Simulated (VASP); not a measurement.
# Ti9H in VASP: single point with PBE

Aim: the single point of Ti9H with PBE.

All numbers are computed with VASP 6.6.1; they aren't measurements. Logs are shortened: lines on timing, memory, paths and dates and some standing lists are left out, and cuts for length are marked.

### 1 The cell of the first run

The cell holds a slab with vacuum, 10 atoms: a = 4.579 Å, b = 5.384 Å, c = 20.801 Å, α = 90.00°, β = 90.00°, γ = 115.17°.

### 2 Single point, PBE

Contents of INCAR:

```
PREC     = Accurate       # precision mode
ENCUT    = 520            # plane-wave cutoff, eV
EDIFF    = 1E-6           # SCF threshold, eV
ISMEAR   = 0              # smearing method
SIGMA    = 0.1            # smearing width, eV
LREAL    = False          # projectors in reciprocal space
LASPH    = True           # aspherical terms in the spheres
NELM     = 100            # most SCF steps
ALGO     = Normal         # electronic algorithm
ISIF     = 2              # what is computed and relaxed
LWAVE    = False          # write WAVECAR
LCHARG   = False          # write CHGCAR
LDIPOL   = True         
IDIPOL   = 3            
DIPOL    = 0.5 0.5 0.338
GGA      = PE             # functional
NBANDS   = 66             # bands
```

Contents of KPOINTS:

```
Automatic mesh
0
Gamma
  7 6 1
```

Contents of POSCAR:

```
Ti9H
1.0
    4.5793473381      0.0000000000      0.0000000000
   -2.2896736690      4.8731803173      0.0000000000
    0.0000000000      0.0000000000     20.8008028311
Ti H
9 1
Direct
    0.5259511637      0.0519023274      0.1923002700
    0.8311413964      0.6622827928      0.2107665519
    0.1363316291      0.2726632583      0.2292328340
    0.3570925601      0.7141851202      0.3030979621
    0.6640847992      0.3281368264      0.3193552711
    0.9697449144      0.9393324533      0.3378269322
    0.1905287611      0.3816414126      0.4115069858
    0.5011079414      0.0025593214      0.4254608482
    0.8026484359      0.6055378280      0.4471367238
    1.0526484359      0.8555378280      0.5034366948
```

Potentials or basis: VASP PAW PBE potentials, release 64 (Ti_sv, H).

The run is started by

```
$ cat potpaw_PBE.64/Ti_sv/POTCAR potpaw_PBE.64/H/POTCAR > POTCAR
$ mpirun -np 1 vasp_std > vasp.out
```

OUTCAR:

```text
PREC = Accurate
   ENCUT = 520
   EDIFF = 1E-6
   ISMEAR = 0
   LREAL = False
   LASPH = True
   NELM = 100
   ISIF = 2
   GGA = PE

 ion  position               nearest neighbor table
   1  0.526  0.052  0.192-   3 2.64   3 2.64   4 2.83
   2  0.831  0.662  0.211-   5 2.78
   3  0.136  0.273  0.229-   1 2.64   1 2.64   4 2.64   6 2.78
   4  0.357  0.714  0.303-   6 2.64   6 2.64   3 2.64   7 2.78   1 2.83   8 2.91
   5  0.664  0.328  0.319-   8 2.72   2 2.78
   6  0.970  0.939  0.338-   4 2.64   4 2.64   7 2.64   3 2.78   9 2.80
   7  0.191  0.382  0.412-   9 2.64   9 2.64   6 2.64   4 2.78
   8  0.501  0.003  0.425-   5 2.72   4 2.91
   9  0.803  0.606  0.447-  10 1.78   7 2.64   7 2.64   6 2.80
  10  0.053  0.856  0.503-   9 1.78

  LATTYP: Found a base centered orthorhombic cell.
 ALAT       =     4.5793473381
 B/A-ratio  =     2.1283296319
 C/A-ratio  =     4.5423072974

  Lattice vectors:

 A1 = (   2.2896736690,  -4.8731803173,   0.0000000000)
 A2 = (   2.2896736691,   4.8731803173,   0.0000000000)
 A3 = (   0.0000000000,   0.0000000000,  20.8008028311)

Analysis of symmetry for initial positions (statically):
=====================================================================
 Subroutine PRICEL returns:
 Original cell was already a primitive cell.

 Routine SETGRP: Setting up the symmetry group for a
 base centered orthorhombic supercell.

 Subroutine GETGRP returns: Found  1 space group operations
 (whereof  1 operations were pure point group operations)
 out of a pool of  8 trial point group operations.

The static configuration has the point symmetry C_1 .

Analysis of symmetry for dynamics (positions and initial velocities):
=====================================================================
 Subroutine PRICEL returns:
 Original cell was already a primitive cell.

 Routine SETGRP: Setting up the symmetry group for a
 base centered orthorhombic supercell.

 Subroutine GETGRP returns: Found  1 space group operations
 (whereof  1 operations were pure point group operations)
 out of a pool of  8 trial point group operations.

The dynamic configuration has the point symmetry C_1 .

 Subroutine INISYM returns: Found  1 space group operations
 (whereof  1 operations are pure point group operations),
 and found     1 'primitive' translations

----------------------------------------------------------------------------------------

                                     Primitive cell

  volume of cell :     464.1904

  direct lattice vectors                    reciprocal lattice vectors
     4.579347338  0.000000000  0.000000000     0.218371730  0.102602401  0.000000000
    -2.289673669  4.873180317  0.000000000     0.000000000  0.205204802  0.000000000
     0.000000000  0.000000000 20.800802831     0.000000000  0.000000000  0.048075067

  length of vectors
     4.579347338  5.384281931 20.800802831     0.241274667  0.205204802  0.048075067

  position of ions in fractional coordinates (direct lattice)
     0.525951164  0.051902327  0.192300270
     0.831141396  0.662282793  0.210766552
     0.136331629  0.272663258  0.229232834
     0.357092560  0.714185120  0.303097962
     0.664084799  0.328136826  0.319355271
     0.969744914  0.939332453  0.337826932
     0.190528761  0.381641413  0.411506986
     0.501107941  0.002559321  0.425460848
     0.802648436  0.605537828  0.447136724
     0.052648436  0.855537828  0.503436695

  ion indices of the primitive-cell ions
   primitive index   ion index
                 1           1
                 2           2
                 3           3
                 4           4
                 5           5
                 6           6
                 7           7
                 8           8
                 9           9
                10          10

----------------------------------------------------------------------------------------

 KPOINTS: Automatic mesh

Automatic generation of k-mesh.
 Grid dimensions read from file:
 generate k-points for:    7    6    1

 Generating k-lattice:

  Cartesian coordinates                     Fractional coordinates (reciprocal lattice)
     0.031195961  0.014657486  0.000000000     0.142857143  0.000000000  0.000000000
     0.000000000  0.034200800  0.000000000     0.000000000  0.166666667  0.000000000
     0.000000000  0.000000000  0.048075067     0.000000000  0.000000000  1.000000000

  Length of vectors
     0.034467810  0.034200800  0.048075067

  Shift w.r.t. Gamma in fractional coordinates (k-lattice)
     0.000000000  0.000000000  0.000000000

 -----------------------------------------------------------------------------
|                                                                             |
|           W    W    AA    RRRRR   N    N  II  N    N   GGGG   !!!           |
|           W    W   A  A   R    R  NN   N  II  NN   N  G    G  !!!           |
|           W    W  A    A  R    R  N N  N  II  N N  N  G       !!!           |
|           W WW W  AAAAAA  RRRRR   N  N N  II  N  N N  G  GGG   !            |
|           WW  WW  A    A  R   R   N   NN  II  N   NN  G    G                |
|           W    W  A    A  R    R  N    N  II  N    N   GGGG   !!!           |
|                                                                             |
|     Your reciprocal lattice and k-lattice belong to different lattice       |
|     classes:                                                                |
|                                                                             |
|        The reciprocal lattice is base centered orthorhombic,                |
|        whereas your k-lattice is simple monoclinic.                         |
|                                                                             |
|     Results are often still useful ...                                      |
|                                                                             |
 -----------------------------------------------------------------------------

 WARNING: IBZKPT: internal override: KBLOWUP is changed to .FALSE.
      ... skipping the blow-up phase ...

 Subroutine IBZKPT returns following result:
 ===========================================

 Found     22 irreducible k-points:

 Following reciprocal coordinates:
            Coordinates               Weight
  0.000000  0.000000  0.000000      1.000000
  0.142857  0.000000  0.000000      2.000000
  0.285714  0.000000  0.000000      2.000000
  0.428571  0.000000  0.000000      2.000000
  0.000000  0.166667  0.000000      2.000000
  0.142857  0.166667  0.000000      2.000000
[... 14 lines left out ...]
  0.285714  0.500000  0.000000      2.000000
  0.428571  0.500000  0.000000      2.000000
   k-points           NKPTS =     22   k-points in BZ     NKDIM =     22   number of bands    NBANDS=     66
   number of dos      NEDOS =    301   number of ions     NIONS =     10
   total plane-waves  NPLWV = 230400
   dimension x,y,z NGX =    36 NGY =   40 NGZ =  160
   dimension x,y,z NGXF=    72 NGYF=   80 NGZF=  320
   ions per type =               9   1
   NGX,Y,Z   is equivalent  to a cutoff of  13.07, 12.35, 12.79 a.u.
   NGXF,Y,Z  is equivalent  to a cutoff of  26.14, 24.70, 25.58 a.u.
 SYSTEM =  unknown system
   PREC   = accura    normal or accurate (medium, high low for compatibility)
   ISTART =      0    job   : 0-new  1-cont  2-samecut
   ICHARG =      2    charge: 1-file 2-atom 10-const
   ISPIN  =      1    spin polarized calculation?
   LNONCOLLINEAR =      F non collinear calculations
   LSORBIT =      F    spin-orbit coupling
   LASPH  =      T    aspherical Exc in radial PAW
   ENCUT  =  520.0 eV  38.22 Ry    6.18 a.u.   8.51 10.01 38.68*2*pi/ulx,y,z
   NELM   =    100;   NELMIN=  2; NELMDL= -5     # of ELM steps
   EDIFF  = 0.1E-05   stopping-criterion for ELM
   LREAL  =      F    real-space projection
   EDIFFG = 0.1E-04   stopping-criterion for IOM
   NSW    =      0    number of steps for IOM
   IBRION =     -1    ionic relax: 0-MD 1-quasi-New 2-CG
   NFREE  =      0    steps in history (QN), initial steepest desc. (CG)
   ISIF   =      2    stress and relaxation
   ISYM   =      2    0-nonsym 1-usesym 2-fastsym
   POTIM  = 0.5000    time-step for ionic-motion
   TEBEG  =    0.0;   TEEND  =   0.0 temperature during run
   PSTRESS=    0.0 pullay stress
   NELECT =     109.0000    total number of electrons
   NUPDOWN=      -1.0000    fix difference up-down
   EMIN   =  10.00;   EMAX   =-10.00  energy-range for DOS
   EFERMI =   0.00;   METHOD = LEGACY
   ISMEAR =     0;   SIGMA  =   0.10  broadening in eV -4-tet -1-fermi 0-gaus
   EFERMI_NEDOS =   21; number of points for ismear=-14 and -15
   IALGO  =     38    algorithm
   IMIX   =      4    mixing-type and parameters
     AMIX     =   0.40;   BMIX     =  1.00
     AMIX_MAG =   1.60;   BMIX_MAG =  1.00
  volume/ion in A,a.u.               =      46.42       313.25
  Fermi-wavevector in a.u.,A,eV,Ry     =   1.009993  1.908610 13.879105  1.020085
  Thomas-Fermi vector in A             =   2.142955
   LORBIT       =      0    0 simple, 1 ext, 2 COOP (PROOUT), +10 PAW based schemes
   GGA     = PE    functional components
   LHFCALC =     F    Hartree Fock is set to
   AEXX    =    0.0000 exact exchange contribution
   IVDW    =     0    specifies the selected vdW correction
   LEPSILON=     F    determine dielectric tensor
   LRPA    =     F    only Hartree local field effects (RPA)
 non-spin polarized calculation
 Gauss-broadening in eV      SIGMA  =   0.10
  energy-cutoff  :      520.00
  volume of cell :      464.19
 maximum number of plane-waves:     12546
 NGX is ok and might be reduce to    36
   NGX = 17   NGY = 19   NGZ = 77

 dipolmoment           0.000000      0.000000     -0.007220 electrons x Angstroem

 number of electron     109.0000006 magnetization

 dipolmoment           0.000000      0.000000      0.053619 electrons x Angstroem

 Free energy of the ion-electron system (eV)
  ---------------------------------------------------
  ext. energy  EPLUGINS =         0.00000000
  ---------------------------------------------------
  free energy    TOTEN  =       -68.50461529 eV

  energy without entropy =      -68.42584934  energy(sigma->0) =      -68.46523231

 E-fermi :   0.1105     XC(G=0):  -4.8868

 val. band max:        0.1080251433   @ k =   0.2857   0.1667   0.0000
 cond. band min:       0.1191555455   @ k =   0.4286   0.3333   0.0000
 fundamental gap:      0.0111304022
 Fermi energy:         0.1104592886

 k-point     1 :       0.0000    0.0000    0.0000
  band No.  band energies     occupation
      1     -56.8478      2.00000
      2     -56.8123      2.00000
      3     -56.7509      2.00000
      4     -56.6387      2.00000
      5     -56.5809      2.00000
      6     -56.4923      2.00000
[... 58 lines left out ...]
     65       1.3038      0.00000
     66       1.3301      0.00000

 k-point     2 :       0.1429    0.0000    0.0000
  band No.  band energies     occupation
      1     -56.8461      2.00000
      2     -56.8110      2.00000
      3     -56.7502      2.00000
      4     -56.6354      2.00000
      5     -56.5794      2.00000
      6     -56.4938      2.00000
[... 1438 lines left out ...]
     65       1.1837      0.00000
     66       1.3568      0.00000

------------------------ aborting loop because EDIFF is reached ----------------------------------------

 vacuum level on the upper side and lower side of the slab       (xc-potential included)         0.081        -0.356

  FORCE on cell =-STRESS in cart. coord.  units (eV):
  Direction    XX          YY          ZZ          XY          YZ          ZX
  --------------------------------------------------------------------------------------
  -------------------------------------------------------------------------------------
  Total       -6.1003356     -4.6813243     -0.8455797      0.0447451      1.6211582      1.0006656
  in kB      -21.0556252    -16.1578342     -2.9185624      0.1544399      5.5955119      3.4538495
  external PRESSURE =     -13.3773406 kB  Pullay stress =       0.0000000 kB

 VOLUME and BASIS-vectors are now :
 -----------------------------------------------------------------------------
  energy-cutoff  :      520.00
  volume of cell :      464.19
      direct lattice vectors                 reciprocal lattice vectors
     4.579347338  0.000000000  0.000000000     0.218371730  0.102602401  0.000000000
    -2.289673669  4.873180317  0.000000000     0.000000000  0.205204802  0.000000000
     0.000000000  0.000000000 20.800802831     0.000000000  0.000000000  0.048075067

 POSITION                                       TOTAL-FORCE (eV/Angst)
 -----------------------------------------------------------------------------------
      2.28967      0.25293      4.00000        -0.009390     -0.009843      0.059614
      2.28967      3.22742      4.38411        -0.007317     -0.261276      0.463540
     -0.00000      1.32874      4.76823         0.002144      0.083114     -0.162495
      0.00000      3.48035      6.30468         0.054381      0.125631     -0.230306
      2.28975      1.59907      6.64285         0.016752      0.039334     -0.141519
      2.29003      4.57754      7.02707        -0.002581      0.020277     -0.111800
     -0.00134      1.85981      8.55968        -0.094409     -0.331669     -0.124930
      2.28889      0.01247      8.84993        -0.638265     -0.662929      0.750765
      2.28912      2.95090      9.30080         0.021494      0.448204     -0.506005
     -1.71781      4.16919     10.47189         0.657191      0.549158      0.003136
 -----------------------------------------------------------------------------------
    total drift:                               -0.000024     -0.000163      0.000411

  FREE ENERGIE OF THE ION-ELECTRON SYSTEM (eV)
  ---------------------------------------------------
  free  energy   TOTEN  =       -68.5046152882 eV

  energy  without entropy=      -68.4258493382  energy(sigma->0) =      -68.46523231

 vacuum level on the upper side and lower side of the slab         4.472         4.007
```

It took 22 min on 1 thread of AMD EPYC 9R45 (Zen 5), shared host; peak memory 0.75 GiB.

What came out:

* Free energy: -68.5046 eV
* Largest force: 1.188 eV/Å
* Band gap on the k mesh: zero (an odd number of electrons rules out a gap without spin polarisation)

Forces on the atoms (eV/Å):
```
Ti  -0.009 -0.010  0.060
Ti  -0.007 -0.261  0.464
Ti   0.002  0.083 -0.162
Ti   0.054  0.126 -0.230
Ti   0.017  0.039 -0.142
Ti  -0.003  0.020 -0.112
Ti  -0.094 -0.332 -0.125
Ti  -0.638 -0.663  0.751
Ti   0.021  0.448 -0.506
H    0.657  0.549  0.003
```

Levels at points of the mesh, in eV from the Fermi level:
| k point | band 51 | band 52 | band 53 | band 54 | band 55 | band 56 | band 57 | band 58 | band 59 | band 60 |
| --- | --- | --- | --- | --- | --- | --- | --- | --- | --- | --- |
| (0.00, 0.00, 0.00) | -0.59 | -0.52 | -0.05 | 0.02 | 0.10 | 0.15 | 0.35 | 0.37 | 0.50 | 0.54 |
| (0.00, 0.50, 0.00) | -0.64 | -0.57 | -0.40 | -0.21 | -0.15 | 0.12 | 0.33 | 0.58 | 0.65 | 0.85 |
